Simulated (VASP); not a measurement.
# PbF2 (Pnma) in VASP: single point with PBE

Aim: the single point of PbF2 with PBE.

Everything below comes from runs of VASP 6.6.1. Logs are shortened: lines on timing, memory, paths and dates and some standing lists are left out, and cuts for length are marked.

## (1) The cell of the first run

Symmetry: Pnma, No. 62, orthorhombic system. Conventional cell: a = 6.751 Å, b = 3.998 Å, c = 8.292 Å, α = 90.00°, β = 90.00°, γ = 90.00°. Within 3.1 Å of Pb (site symmetry m) lie 7 F at 2.36 to 2.97 Å. F (site symmetry m) has 4 Pb at 2.49 to 2.97 Å and 7 F at 2.99 to 3.33 Å within 3.4 Å. F (site symmetry m) has 3 Pb at 2.36 to 2.64 Å and 5 F at 2.97 to 3.13 Å within 3.2 Å.

## (2) Single point, PBE (18.65 Å³/atom)

File INCAR:

```
  ALGO = Normal
  EDIFF = 1E-7
  ENCUT = 520
  GGA = PE
  ISIF = 2
  ISMEAR = 0
  LASPH = True
  LCHARG = False
  LREAL = False
  LWAVE = False
  NBANDS = 68
  NELM = 80
  PREC = Accurate
  SIGMA = 0.02
```

File KPOINTS:

```
k-points
0
Gamma
  4 6 4
```

File POSCAR:

```
PbF2
1.0
    6.7508852013      0.0000000000      0.0000000000
    0.0000000000      3.9976959922      0.0000000000
    0.0000000000      0.0000000000      8.2923482553
Pb F
4 8
Direct
    0.7398948638      0.7500000000      0.0808995227
    0.2601051362      0.2500000000      0.9191004773
    0.7601051362      0.2500000000      0.5808995227
    0.2398948638      0.7500000000      0.4191004773
    0.1423360786      0.7500000000      0.0699088921
    0.8576639214      0.2500000000      0.9300911079
    0.3576639214      0.2500000000      0.5699088921
    0.6423360786      0.7500000000      0.4300911079
    0.5083629108      0.7500000000      0.8675180985
    0.4916370892      0.2500000000      0.1324819015
    0.9916370892      0.2500000000      0.3675180985
    0.0083629108      0.7500000000      0.6324819015
```

Potentials or basis: VASP PAW PBE potentials, release 64 (Pb_d, F).

Run with:

```
$ cat potpaw_PBE.64/Pb_d/POTCAR potpaw_PBE.64/F/POTCAR > POTCAR
$ mpirun -np 1 vasp_std > vasp.out
```

OUTCAR:

```text
EDIFF = 1E-7
   ENCUT = 520
   GGA = PE
   ISIF = 2
   ISMEAR = 0
   LASPH = True
   LREAL = False
   NELM = 80
   PREC = Accurate

 ion  position               nearest neighbor table
   1  0.740  0.750  0.081-   9 2.36   6 2.49   6 2.49  10 2.64  10 2.64   5 2.72   8 2.97   2 4.04
                             2 4.04
   2  0.260  0.250  0.919-  10 2.36   5 2.49   5 2.49   9 2.64   9 2.64   6 2.72   7 2.97   1 4.04
                             1 4.04
   3  0.760  0.250  0.581-  11 2.36   8 2.49   8 2.49  12 2.64  12 2.64   7 2.72   6 2.97   4 4.04
                             4 4.04
   4  0.240  0.750  0.419-  12 2.36   7 2.49   7 2.49  11 2.64  11 2.64   8 2.72   5 2.97   3 4.04
                             3 4.04
   5  0.142  0.750  0.070-   2 2.49   2 2.49   1 2.72   4 2.97
   6  0.858  0.250  0.930-   1 2.49   1 2.49   2 2.72   3 2.97
   7  0.358  0.250  0.570-   4 2.49   4 2.49   3 2.72   2 2.97
   8  0.642  0.750  0.430-   3 2.49   3 2.49   4 2.72   1 2.97
   9  0.508  0.750  0.868-   1 2.36   2 2.64   2 2.64
  10  0.492  0.250  0.132-   2 2.36   1 2.64   1 2.64
  11  0.992  0.250  0.368-   3 2.36   4 2.64   4 2.64
  12  0.008  0.750  0.632-   4 2.36   3 2.64   3 2.64

  LATTYP: Found a simple orthorhombic cell.
 ALAT       =     3.9976959922
 B/A-ratio  =     1.6886939914
 C/A-ratio  =     2.0742818542

  Lattice vectors:

 A1 = (   0.0000000000,  -3.9976959922,   0.0000000000)
 A2 = (   6.7508852013,   0.0000000000,   0.0000000000)
 A3 = (   0.0000000000,   0.0000000000,   8.2923482553)

Analysis of symmetry for initial positions (statically):
=====================================================================
 Subroutine PRICEL returns:
 Original cell was already a primitive cell.

 Routine SETGRP: Setting up the symmetry group for a
 simple orthorhombic supercell.

 Subroutine GETGRP returns: Found  8 space group operations
 (whereof  2 operations were pure point group operations)
 out of a pool of  8 trial point group operations.

The static configuration has the point symmetry S_2 .
 The point group associated with its full space group is D_2h.

Analysis of symmetry for dynamics (positions and initial velocities):
=====================================================================
 Subroutine PRICEL returns:
 Original cell was already a primitive cell.

 Routine SETGRP: Setting up the symmetry group for a
 simple orthorhombic supercell.

 Subroutine GETGRP returns: Found  8 space group operations
 (whereof  2 operations were pure point group operations)
 out of a pool of  8 trial point group operations.

The dynamic configuration has the point symmetry S_2 .
 The point group associated with its full space group is D_2h.

 Subroutine INISYM returns: Found  8 space group operations
 (whereof  2 operations are pure point group operations),
 and found     1 'primitive' translations

----------------------------------------------------------------------------------------

                                     Primitive cell

  volume of cell :     223.7938

  direct lattice vectors                    reciprocal lattice vectors
     6.750885201  0.000000000  0.000000000     0.148128722  0.000000000  0.000000000
     0.000000000  3.997695992  0.000000000     0.000000000  0.250144083  0.000000000
     0.000000000  0.000000000  8.292348255     0.000000000  0.000000000  0.120593102

  length of vectors
     6.750885201  3.997695992  8.292348255     0.148128722  0.250144083  0.120593102

  position of ions in fractional coordinates (direct lattice)
     0.739894864  0.750000000  0.080899523
     0.260105136  0.250000000  0.919100477
     0.760105136  0.250000000  0.580899523
     0.239894864  0.750000000  0.419100477
     0.142336079  0.750000000  0.069908892
     0.857663921  0.250000000  0.930091108
     0.357663921  0.250000000  0.569908892
     0.642336079  0.750000000  0.430091108
     0.508362911  0.750000000  0.867518098
     0.491637089  0.250000000  0.132481902
     0.991637089  0.250000000  0.367518098
     0.008362911  0.750000000  0.632481902

  ion indices of the primitive-cell ions
   primitive index   ion index
                 1           1
                 2           2
                 3           3
                 4           4
                 5           5
                 6           6
                 7           7
                 8           8
                 9           9
                10          10
                11          11
                12          12

----------------------------------------------------------------------------------------

 KPOINTS: k-points

Automatic generation of k-mesh.
 Grid dimensions read from file:
 generate k-points for:    4    6    4

 Generating k-lattice:

  Cartesian coordinates                     Fractional coordinates (reciprocal lattice)
     0.037032181  0.000000000  0.000000000     0.250000000  0.000000000  0.000000000
     0.000000000  0.041690681  0.000000000     0.000000000  0.166666667  0.000000000
     0.000000000  0.000000000  0.030148276     0.000000000  0.000000000  0.250000000

  Length of vectors
     0.037032181  0.041690681  0.030148276

  Shift w.r.t. Gamma in fractional coordinates (k-lattice)
     0.000000000  0.000000000  0.000000000

 Subroutine IBZKPT returns following result:
 ===========================================

 Found     36 irreducible k-points:

 Following reciprocal coordinates:
            Coordinates               Weight
  0.000000  0.000000  0.000000      1.000000
  0.250000  0.000000  0.000000      2.000000
  0.500000  0.000000  0.000000      1.000000
  0.000000  0.166667  0.000000      2.000000
  0.250000  0.166667  0.000000      4.000000
  0.500000  0.166667  0.000000      2.000000
[... 16 lines left out ...]
  0.250000  0.500000  0.250000      4.000000
  0.500000  0.500000  0.250000      2.000000
 [... further k-points ...]
   k-points           NKPTS =     36   k-points in BZ     NKDIM =     36   number of bands    NBANDS=     68
   number of dos      NEDOS =    301   number of ions     NIONS =     12
   total plane-waves  NPLWV =  96000
   dimension x,y,z NGX =    50 NGY =   30 NGZ =   64
   dimension x,y,z NGXF=   100 NGYF=   60 NGZF=  128
   ions per type =               4   8
   NGX,Y,Z   is equivalent  to a cutoff of  12.31, 12.48, 12.83 a.u.
   NGXF,Y,Z  is equivalent  to a cutoff of  24.63, 24.95, 25.66 a.u.
 SYSTEM =  unknown system
   PREC   = accura    normal or accurate (medium, high low for compatibility)
   ISTART =      0    job   : 0-new  1-cont  2-samecut
   ICHARG =      2    charge: 1-file 2-atom 10-const
   ISPIN  =      1    spin polarized calculation?
   LNONCOLLINEAR =      F non collinear calculations
   LSORBIT =      F    spin-orbit coupling
   LASPH  =      T    aspherical Exc in radial PAW
   ENCUT  =  520.0 eV  38.22 Ry    6.18 a.u.  12.55  7.43 15.42*2*pi/ulx,y,z
   NELM   =     80;   NELMIN=  2; NELMDL= -5     # of ELM steps
   EDIFF  = 0.1E-06   stopping-criterion for ELM
   LREAL  =      F    real-space projection
   EDIFFG = 0.1E-05   stopping-criterion for IOM
   NSW    =      0    number of steps for IOM
   IBRION =     -1    ionic relax: 0-MD 1-quasi-New 2-CG
   NFREE  =      0    steps in history (QN), initial steepest desc. (CG)
   ISIF   =      2    stress and relaxation
   ISYM   =      2    0-nonsym 1-usesym 2-fastsym
   POTIM  = 0.5000    time-step for ionic-motion
   TEBEG  =    0.0;   TEEND  =   0.0 temperature during run
   PSTRESS=    0.0 pullay stress
   NELECT =     112.0000    total number of electrons
   NUPDOWN=      -1.0000    fix difference up-down
   EMIN   =  10.00;   EMAX   =-10.00  energy-range for DOS
   EFERMI =   0.00;   METHOD = LEGACY
   ISMEAR =     0;   SIGMA  =   0.02  broadening in eV -4-tet -1-fermi 0-gaus
   EFERMI_NEDOS =   21; number of points for ismear=-14 and -15
   IALGO  =     38    algorithm
   IMIX   =      4    mixing-type and parameters
     AMIX     =   0.40;   BMIX     =  1.00
     AMIX_MAG =   1.60;   BMIX_MAG =  1.00
  volume/ion in A,a.u.               =      18.65       125.85
  Fermi-wavevector in a.u.,A,eV,Ry     =   1.299765  2.456200 22.985533  1.689389
  Thomas-Fermi vector in A             =   2.431008
   LORBIT       =      0    0 simple, 1 ext, 2 COOP (PROOUT), +10 PAW based schemes
   GGA     = PE    functional components
   LHFCALC =     F    Hartree Fock is set to
   AEXX    =    0.0000 exact exchange contribution
   IVDW    =     0    specifies the selected vdW correction
   LEPSILON=     F    determine dielectric tensor
   LRPA    =     F    only Hartree local field effects (RPA)
 non-spin polarized calculation
 Gauss-broadening in eV      SIGMA  =   0.02
  energy-cutoff  :      520.00
  volume of cell :      223.79
 maximum number of plane-waves:      6074
   NGX = 25   NGY = 15   NGZ = 31

 number of electron     111.9999992 magnetization

 Free energy of the ion-electron system (eV)
  ---------------------------------------------------
  ext. energy  EPLUGINS =         0.00000000
  ---------------------------------------------------
  free energy    TOTEN  =       -56.95702488 eV

  energy without entropy =      -56.95702488  energy(sigma->0) =      -56.95702488

 E-fermi :   1.1552     XC(G=0):  -9.1258

 val. band max:        1.0617603546   @ k =   0.0000   0.3333   0.0000
 cond. band min:       5.3736835541   @ k =   0.2500   0.0000   0.0000
 fundamental gap:      4.3119231996
 Fermi energy:         1.1552077845

 k-point     1 :       0.0000    0.0000    0.0000
  band No.  band energies     occupation
      1     -19.6081      2.00000
      2     -19.5249      2.00000
      3     -19.3497      2.00000
      4     -19.2970      2.00000
      5     -19.2962      2.00000
      6     -19.2787      2.00000
[... 60 lines left out ...]
     67       8.9656      0.00000
     68       9.1932      0.00000
[... 1631 lines left out ...]
     67       8.4200      0.00000
     68       8.4200      0.00000

 [... further k-points ...]

------------------------ aborting loop because EDIFF is reached ----------------------------------------

  FORCE on cell =-STRESS in cart. coord.  units (eV):
  Direction    XX          YY          ZZ          XY          YZ          ZX
  --------------------------------------------------------------------------------------
  -------------------------------------------------------------------------------------
  Total       -3.3050484     -3.3077323     -3.2700076      0.0000000      0.0000000      0.0000000
  in kB      -23.6613971    -23.6806117    -23.4105342      0.0000000      0.0000000      0.0000000
  external PRESSURE =     -23.5841810 kB  Pullay stress =       0.0000000 kB

 VOLUME and BASIS-vectors are now :
 -----------------------------------------------------------------------------
  energy-cutoff  :      520.00
  volume of cell :      223.79
      direct lattice vectors                 reciprocal lattice vectors
     6.750885201  0.000000000  0.000000000     0.148128722  0.000000000  0.000000000
     0.000000000  3.997695992  0.000000000     0.000000000  0.250144083  0.000000000
     0.000000000  0.000000000  8.292348255     0.000000000  0.000000000  0.120593102

 POSITION                                       TOTAL-FORCE (eV/Angst)
 -----------------------------------------------------------------------------------
      4.99495      2.99827      0.67085         0.011583     -0.000000      0.023994
      1.75594      0.99942      7.62150        -0.011583     -0.000000     -0.023994
      5.13138      0.99942      4.81702        -0.011583      0.000000      0.023994
      1.61950      2.99827      3.47533         0.011583     -0.000000     -0.023994
      0.96089      2.99827      0.57971        -0.003442      0.000000      0.008930
      5.78999      0.99942      7.71264         0.003442     -0.000000     -0.008930
      2.41455      0.99942      4.72588         0.003442      0.000000      0.008930
      4.33634      2.99827      3.56647        -0.003442     -0.000000     -0.008930
      3.43190      2.99827      7.19376        -0.008536      0.000000     -0.014351
      3.31899      0.99942      1.09859         0.008536     -0.000000      0.014351
      6.69443      0.99942      3.04759         0.008536     -0.000000     -0.014351
      0.05646      2.99827      5.24476        -0.008536     -0.000000      0.014351
 -----------------------------------------------------------------------------------
    total drift:                                0.000000      0.000000      0.000000

  FREE ENERGIE OF THE ION-ELECTRON SYSTEM (eV)
  ---------------------------------------------------
  free  energy   TOTEN  =       -56.9570248754 eV

  energy  without entropy=      -56.9570248754  energy(sigma->0) =      -56.95702488
```

Run time: 20 min. Hardware: 1 thread of Intel Xeon 8259CL, shared host; peak memory 0.55 GiB.

What came out:

```yaml
Free_energy: -56.9570 eV
Pressure: -2.4 GPa
Largest_force: 0.027 eV/Å
Band_gap_on_the_k_mesh: 4.31 eV (least direct gap 4.44 eV)
```

Forces in eV/Å, atoms in the order of the input:
```
Pb   0.012  0.000  0.024
Pb  -0.012  0.000 -0.024
Pb  -0.012  0.000  0.024
Pb   0.012  0.000 -0.024
F   -0.003  0.000  0.009
F    0.003  0.000 -0.009
F    0.003  0.000  0.009
F   -0.003  0.000 -0.009
F   -0.009  0.000 -0.014
F    0.009  0.000  0.014
F    0.009  0.000 -0.014
F   -0.009  0.000  0.014
```

Caveat: spin-orbit coupling is left out, which moves the levels of the heavy elements.
